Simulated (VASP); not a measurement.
**AlNi3: single point with PBEsol**

AlNi3:

```
Ni Al
1.0
     0.00000    2.80189    2.80189
     2.80189    0.00000    2.80189
     2.80189    2.80189    0.00000
Ni Al
3 1
Cartesian
  4.2028 4.2028 4.2028
  0.0000 0.0000 0.0000
  1.4009 1.4009 1.4009
  2.8019 2.8019 2.8019
```

| Quantity | Value |
| --- | --- |
| Program | VASP 6.6.1 |
| Task | single point |
| Functional | PBEsol |
| Potentials or basis | VASP PAW PBE potentials, release 64 (Ni_sv_GW, Al) |
| Cutoff | 590 eV |
| k mesh | 7 × 7 × 7 |
| Occupations | fermi-dirac, width 0.05 eV |
| Spin | collinear spin, ferromagnetic start |
| Starting moments | [0.733333, 0.733333, 0.733333, 0.0] μB |
| Fixed moment | 2.2 μB |
| Dipole correction | no |
| Second run | valence_matched |
| Further INCAR settings | ALGO = Normal; EDIFF = 1e-06; NBANDS = 40 |

| Quantity | Value |
| --- | --- |
| Pressure | 0.8 GPa |
| Net moment | 2.20 μB per cell |
| Site moments | Ni +0.64, +0.79; Al +0.02 μB |
| Valence electrons inside the program's atomic spheres | Ni 16.44, 16.39; Al 0.83 |

It took 58 s on 1 thread of Intel(R) Xeon(R) 6975P-C (Granite Rapids), on a shared host, peak memory 0.23 GiB.

Caveat: the PAW data sets were made with another functional, which shifts forces and pressure a little; the total moment is fixed, so each spin has its own Fermi level.
